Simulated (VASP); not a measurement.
TaN: single point with LDA

Crystal: TaN.

```
Ta N
1.0
     5.26438    0.00000    0.00000
    -2.63219    4.55908    0.00000
     0.00000    0.00000    2.94931
Ta N
3 3
Direct
  0.33333 0.66667 0.50000
  0.66667 0.33333 0.50000
  0.00000 0.00000 0.00000
  0.39285 0.00000 0.00000
  0.60715 0.60715 0.00000
  0.00000 0.39285 0.00000
```

```
Program             : VASP 6.6.1
Task                : single point
Functional          : LDA
Potentials or basis : VASP PAW LDA potentials, release 64 (Ta_sv_GW, N)
Cutoff              : 700 eV
k mesh              : 5 × 5 × 8
Occupations         : methfessel-paxton, width 0.1 eV
Spin                : no spin polarisation
```

```
Pressure               : -20.3 GPa
Largest force          : 0.225 eV/Å
Band gap on the k mesh : zero (bands 27 and 28 overlap by 2.95 eV)
```

Forces on the atoms (eV/Å):
```
Ta   0.000  0.000  0.000
Ta   0.000  0.000  0.000
Ta   0.000  0.000  0.000
N   -0.225  0.000  0.000
N    0.112  0.195  0.000
N    0.112 -0.195  0.000
```

Stress tensor (GPa, compression positive):
```
-19.21   0.00   0.00
  0.00 -19.21   0.00
  0.00   0.00 -22.47
```

Levels at points of the mesh, in eV from the Fermi level:
```
           k point  band 24  band 25  band 26  band 27  band 28  band 29  band 30  band 31
(0.00, 0.00, 0.00)    -4.27    -3.43    -2.06    -1.08    -1.08     0.32     0.32     1.51
(0.00, 0.00, 0.50)    -4.41    -2.93    -2.93     1.58     1.58     1.71     1.86     1.86
```

Wall time 56 s on 1 thread of Intel(R) Xeon(R) 6975P-C (Granite Rapids) (shared host), peak memory 0.25 GiB.

Caveat: the cell stands under tension; spin-orbit coupling is left out, which moves the levels of the heavy elements.
